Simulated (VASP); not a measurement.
Input of a VASP 6.6.1 run:

INCAR

```
PREC = Accurate
ENCUT = 520
EDIFF = 1E-7
ISMEAR = 0
SIGMA = 0.1
LREAL = F
LASPH = T
NELM = 60
ALGO = Fast
ISIF = 2
LWAVE = F
LCHARG = F
GGA = PS
NBANDS = 48
```

Contents of KPOINTS:

```
Automatic mesh
0
Gamma
  8 8 8
```

Contents of POSCAR:

```
Ga
1.0
   -3.0426875718      3.0426875718      3.0426875718
    3.0426875718     -3.0426875718      3.0426875718
    3.0426875718      3.0426875718     -3.0426875718
Ga
6
Direct
    0.2500000000      0.6250000000      0.3750000000
    0.3750000000      0.2500000000      0.6250000000
    0.7500000000      0.8750000000      0.1250000000
    0.1250000000      0.7500000000      0.8750000000
    0.6250000000      0.3750000000      0.2500000000
    0.8750000000      0.1250000000      0.7500000000
```

Potentials or basis: VASP PAW PBE potentials, release 64 (Ga_d).

The run is started by

```console
$ cat potpaw_PBE.64/Ga_d/POTCAR > POTCAR
$ mpirun -np 1 vasp_std > vasp.out
```

(1) Estimate the band gap on the k mesh.

(2) What does it give for the pressure?

## Answers

(1) zero (band 39 reaches 7.19 eV, above the bottom of band 40 at 3.52 eV).

(2) -3.0 GPa.

Caveat: the PAW data sets were made with another functional, which shifts forces and pressure a little.
